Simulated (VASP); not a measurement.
# SnO (P4/nmm) in VASP: notebook, part 2 of 2

VASP 6.6.1. The steps go on from the part before.

### 4 Single point, r2SCAN (epitaxial xy strain -2.0%)

Contents of POSCAR:

```
SnO
1.0
    3.7167363005      0.0000000000      0.0000000000
    0.0000000000      3.7167363005      0.0000000000
    0.0000000000      0.0000000000      4.8193471432
Sn O
2 2
Direct
    0.0000000000      0.5000000000      0.2433908458
    0.5000000000      0.0000000000      0.7566091542
    0.5000000000      0.5000000000      0.0000000000
    0.0000000000      0.0000000000      0.0000000000
```

Contents of INCAR.step1:

```
PREC = Accurate
ENCUT = 520
ISMEAR = -1
SIGMA = 0.02
LREAL = F
LASPH = T
NELM = 80
NBANDS = 28
GGA = PE
ALGO = Normal
EDIFF = 1E-4
LWAVE = T
LCHARG = F
```

Contents of INCAR.step2:

```
PREC = Accurate
ENCUT = 520
EDIFF = 1E-6
ISMEAR = -1
SIGMA = 0.02
LREAL = F
LASPH = T
NELM = 80
ALGO = Normal
ISIF = 2
LWAVE = F
LCHARG = F
METAGGA = R2SCAN
LMIXTAU = T
NBANDS = 28
ISTART = 1
```

Contents of KPOINTS:

```
Automatic mesh
0
Gamma
  6 6 6
```

Potentials or basis: VASP PAW PBE potentials, release 64 (Sn_d, O).

Run with:

```
cat potpaw_PBE.64/Sn_d/POTCAR potpaw_PBE.64/O/POTCAR > POTCAR
cp INCAR.step1 INCAR
mpirun -np 1 vasp_std > vasp.out
cp INCAR.step2 INCAR
mpirun -np 1 vasp_std > vasp.out
```

OUTCAR:

```text
PREC = Accurate
   ENCUT = 520
   EDIFF = 1E-6
   ISMEAR = -1
   LREAL = F
   LASPH = T
   NELM = 80
   ISIF = 2
   METAGGA = R2SCAN
   ISTART = 1

 ion  position               nearest neighbor table
   1  0.000  0.500  0.243-   3 2.20   4 2.20   4 2.20   3 2.20   2 3.52   2 3.52   2 3.52   2 3.52
                             2 3.61   2 3.61   2 3.61   2 3.61
   2  0.500  0.000  0.757-   3 2.20   4 2.20   3 2.20   4 2.20   1 3.52   1 3.52   1 3.52   1 3.52
                             1 3.61   1 3.61   1 3.61   1 3.61
   3  0.500  0.500  0.000-   1 2.20   2 2.20   2 2.20   1 2.20
   4  0.000  0.000  0.000-   1 2.20   2 2.20   1 2.20   2 2.20

  LATTYP: Found a simple tetragonal cell.
 ALAT       =     3.7167363005
 C/A-ratio  =     1.2966610363

  Lattice vectors:

 A1 = (   3.7167363005,   0.0000000000,   0.0000000000)
 A2 = (   0.0000000000,   3.7167363005,   0.0000000000)
 A3 = (   0.0000000000,   0.0000000000,   4.8193471432)

Analysis of symmetry for initial positions (statically):
=====================================================================
 Subroutine PRICEL returns:
 Original cell was already a primitive cell.

[... 169 lines left out ...]
  ext. energy  EPLUGINS =         0.00000000
  ---------------------------------------------------
  free energy    TOTEN  =       -66.83421786 eV

  energy without entropy =      -66.83378082  energy(sigma->0) =      -66.83399934

 E-fermi :   7.8760     XC(G=0): -11.2421

 val. band max:        7.8534643542   @ k =   0.1667   0.0000   0.0000
 cond. band min:       8.1243374942   @ k =   0.0000   0.0000   0.0000
 fundamental gap:      0.2708731400
 Fermi energy:         7.8760207124

 k-point     1 :       0.0000    0.0000    0.0000
  band No.  band energies     occupation
      1     -15.2886      2.00000
      2     -14.6757      2.00000
      3     -14.6522      2.00000
      4     -14.6522      2.00000
      5     -14.5931      2.00000
      6     -14.5705      2.00000
[... 733 lines left out ...]
     27      17.5322      0.00000
     28      17.5322      0.00000

 [... further k-points ...]
[... 5 lines left out ...]
  --------------------------------------------------------------------------------------
  -------------------------------------------------------------------------------------
  Total        2.5056516      2.5056516      0.7650232      0.0000000      0.0000000      0.0000000
  in kB       60.3003127     60.3003127     18.4108337      0.0000000      0.0000000      0.0000000
  external PRESSURE =      46.3371530 kB  Pullay stress =       0.0000000 kB

 VOLUME and BASIS-vectors are now :
 -----------------------------------------------------------------------------
  energy-cutoff  :      520.00
  volume of cell :       66.58
      direct lattice vectors                 reciprocal lattice vectors
     3.716736301  0.000000000  0.000000000     0.269053255  0.000000000  0.000000000
     0.000000000  3.716736301  0.000000000     0.000000000  0.269053255  0.000000000
     0.000000000  0.000000000  4.819347143     0.000000000  0.000000000  0.207496985

 POSITION                                       TOTAL-FORCE (eV/Angst)
 -----------------------------------------------------------------------------------
      0.00000      1.85837      1.17298         0.000000      0.000000      0.133813
      1.85837      0.00000      3.64636        -0.000000      0.000000     -0.133813
      1.85837      1.85837      0.00000         0.000000     -0.000000      0.000000
      0.00000      0.00000      0.00000         0.000000      0.000000      0.000000
 -----------------------------------------------------------------------------------
    total drift:                                0.000000      0.000000      0.000000

  FREE ENERGIE OF THE ION-ELECTRON SYSTEM (eV)
  ---------------------------------------------------
  free  energy   TOTEN  =       -66.8342178616 eV

  energy  without entropy=      -66.8337808162  energy(sigma->0) =      -66.83399934
```

OUTCAR.step1:

```text
PREC = Accurate
   ENCUT = 520
   ISMEAR = -1
   LREAL = F
   LASPH = T
[... 976 lines left out ...]
      0.00000      1.85837      1.17298         0.000000      0.000000      0.613456
      1.85837      0.00000      3.64636        -0.000000      0.000000     -0.613456
      1.85837      1.85837      0.00000         0.000000     -0.000000      0.000000
      0.00000      0.00000      0.00000        -0.000000      0.000000      0.000000
 -----------------------------------------------------------------------------------
    total drift:                                0.000000      0.000000      0.000000

  FREE ENERGIE OF THE ION-ELECTRON SYSTEM (eV)
  ---------------------------------------------------
  free  energy   TOTEN  =       -22.5434662425 eV

  energy  without entropy=      -22.5430446586  energy(sigma->0) =      -22.54325545
```

OSZICAR.step1:

```text
N       E                     dE             d eps       ncg     rms          rms(c)
DAV:   1     0.427248140494E+03    0.42725E+03   -0.19945E+04  2332   0.223E+03
DAV:   2     0.368973741064E+02   -0.39035E+03   -0.37394E+03  2360   0.552E+02
DAV:   3    -0.233295629862E+02   -0.60227E+02   -0.59134E+02  2556   0.181E+02
DAV:   4    -0.261380271742E+02   -0.28085E+01   -0.27952E+01  2548   0.416E+01
DAV:   5    -0.262066306712E+02   -0.68603E-01   -0.68595E-01  2452   0.702E+00    0.118E+01
DAV:   6    -0.225349258412E+02    0.36717E+01   -0.15369E+01  3600   0.443E+01    0.480E+00
DAV:   7    -0.225617006948E+02   -0.26775E-01   -0.18925E+00  2600   0.842E+00    0.248E+00
DAV:   8    -0.225504732296E+02    0.11227E-01   -0.26436E-01  3084   0.374E+00    0.809E-01
DAV:   9    -0.225425241107E+02    0.79491E-02   -0.44609E-02  3460   0.243E+00    0.219E-01
DAV:  10    -0.225435848746E+02   -0.10608E-02   -0.59568E-03  2916   0.698E-01    0.107E-01
DAV:  11    -0.225434394595E+02    0.14542E-03   -0.11245E-03  3272   0.341E-01    0.222E-02
DAV:  12    -0.225434662425E+02   -0.26783E-04   -0.18413E-04  1884   0.781E-02
   1 F= -.22543466E+02 E0= -.22543255E+02  d E =-.421584E-03
```

Run time: 1.7 min. Hardware: 1 thread of Intel Xeon 6975P-C (Granite Rapids), shared host; peak memory 0.2 GiB.

Results:

```
Free energy            : -66.8342 eV
Pressure               : 4.6 GPa
Largest force          : 0.134 eV/Å
Band gap on the k mesh : zero (band 20 reaches 8.12 eV, above the bottom of band 21 at 7.76 eV)
```

Forces on the atoms (eV/Å):
```
Sn   0.000  0.000  0.134
Sn   0.000  0.000 -0.134
O    0.000  0.000  0.000
O    0.000  0.000  0.000
```

Levels at points of the mesh, in eV from the Fermi level:
| k point | band 16 | band 17 | band 18 | band 19 | band 20 | band 21 | band 22 | band 23 | band 24 | band 25 |
| --- | --- | --- | --- | --- | --- | --- | --- | --- | --- | --- |
| (0.00, 0.00, 0.00) | -6.99 | -4.13 | -3.64 | -3.64 | 0.25 | 2.77 | 4.78 | 4.80 | 4.80 | 6.18 |
| (0.50, 0.00, 0.00) | -5.75 | -5.45 | -5.45 | -3.31 | -3.31 | 3.54 | 3.54 | 6.32 | 6.32 | 6.75 |
| (0.50, 0.50, 0.00) | -5.92 | -2.95 | -2.95 | -2.26 | -2.26 | -0.11 | -0.11 | 4.59 | 4.59 | 7.79 |
| (0.00, 0.00, 0.50) | -4.19 | -3.66 | -3.66 | -2.97 | -2.91 | 2.30 | 3.01 | 3.01 | 4.07 | 8.39 |
| (0.50, 0.00, 0.50) | -6.16 | -5.42 | -5.42 | -2.22 | -2.22 | 2.81 | 2.81 | 5.77 | 5.77 | 7.42 |
| (0.50, 0.50, 0.50) | -6.40 | -3.08 | -3.08 | -2.96 | -2.96 | 2.20 | 2.20 | 4.46 | 4.46 | 6.19 |

Caveat: the cell differs from its parent crystal (epitaxial xy strain -2.0%); the PAW data sets were made with another functional, which shifts forces and pressure a little; spin-orbit coupling is left out, which moves the levels of the heavy elements.

### 5 The runs side by side

| cell | gap on the mesh (eV) | pressure (GPa) | largest force (eV/Å) |
| --- | --- | --- | --- |
| a = 3.641, b = 3.641, c = 4.906 Å, 4 atoms | none | 8.1 | 0.15 |
| a = 3.679, b = 3.679, c = 4.862 Å, 4 atoms | none | 6.3 | 0.14 |
| a = 3.717, b = 3.717, c = 4.819 Å, 4 atoms | none | 4.6 | 0.13 |

Alike in all rows: task single point; level r2SCAN; potentials or basis VASP PAW PBE potentials, release 64 (Sn_d, O); no spin polarisation; k mesh 6 × 6 × 6; cutoff (eV) 520; smearing fermi-dirac 0.02 eV.

Caveats: the PAW data sets were made with another functional, which shifts forces and pressure a little; spin-orbit coupling is left out, which moves the levels of the heavy elements.

Total energies depend on the potentials used, so only differences within one code and one set of settings carry meaning.
